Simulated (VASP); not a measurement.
Write the native input for VASP 6.6.1 that does the following.

```yaml
Task: single point
Functional: PBE
Dispersion: D3(BJ)
Potentials_or_basis: VASP PAW PBE potentials, release 64 (O, H, C)
Cutoff: 520 eV
k_mesh: 1 × 1 × 1
Occupations: fermi-dirac, width 0.05 eV
Spin: no spin polarisation
Dipole_correction: no
Further_INCAR_settings: LREAL = Auto; ALGO = Normal; EDIFF = 1e-06; NBANDS = 36
```

The structure of H10CO5 lies in POSCAR:

```
H10CO5
1.0
    5.6566530000      0.0000000000      0.0000000000
    0.0000000000      5.6566530000      0.0000000000
    0.0000000000      0.0000000000      5.6566530000
O H C
5 10 1
Direct
    0.4918486290      0.8266606595      0.0990607130
    0.5381118482      0.2755942389      0.8676252700
   -0.0322895231      0.5555480693      0.8120502715
   -0.0199804030      0.9965340093      0.0523711458
    0.2712258558      1.0492032688      0.5047593753
    0.6446490488      0.7488860699      0.1056459018
    0.5333343703      0.9875224331      0.0416745289
    0.4800205175      0.2466882006      0.7077949596
    0.6876587984      0.3628764222      0.8509516616
   -0.0057480209      0.6947271818      0.9153801897
    0.1225565568      0.4795480230      0.8100220462
    0.0509572716      1.0757002405     -0.0836742538
    0.0854725637      1.0324044752      0.1850670991
    0.5937962543      0.8881036251      0.5246342795
    0.3251367624      0.6933537517      0.4819443778
    0.4002275701      0.8744039310      0.4928480344
```

One way to write it, as run:

INCAR

```
SYSTEM = H10CO5
ALGO = Normal
EDIFF = 1E-6
ENCUT = 520
GGA = PE
ISIF = 2
ISMEAR = -1
IVDW = 12
LASPH = .True.
LCHARG = .True.
LELF = .True.
LREAL = Auto
LVHAR = .True.
LWAVE = .False.
NBANDS = 36
NELM = 60
PREC = Accurate
SIGMA = 0.05
```

KPOINTS

```
k-points
0
Gamma
  1 1 1
  0 0 0
```

Potentials or basis: VASP PAW PBE potentials, release 64 (O, H, C).

Launch:

```console
$ cat potpaw_PBE.64/O/POTCAR potpaw_PBE.64/H/POTCAR potpaw_PBE.64/C/POTCAR > POTCAR
$ mpirun -np 1 vasp_gam > vasp.out
```

Results of the run:

| Property | Result |
| --- | --- |
| Pressure | -1.0 GPa |
| Largest force | 0.616 eV/Å |
| Dispersion energy per atom | -0.035 eV |

Caveat: the k points lie up to 1.11 Å⁻¹ apart.

Run time: 22 s on 1 thread of Intel(R) Xeon(R) Platinum 8259CL CPU @ 2.50GHz (Skylake/Cascade Lake), on a shared host, peak memory 0.24 GiB.
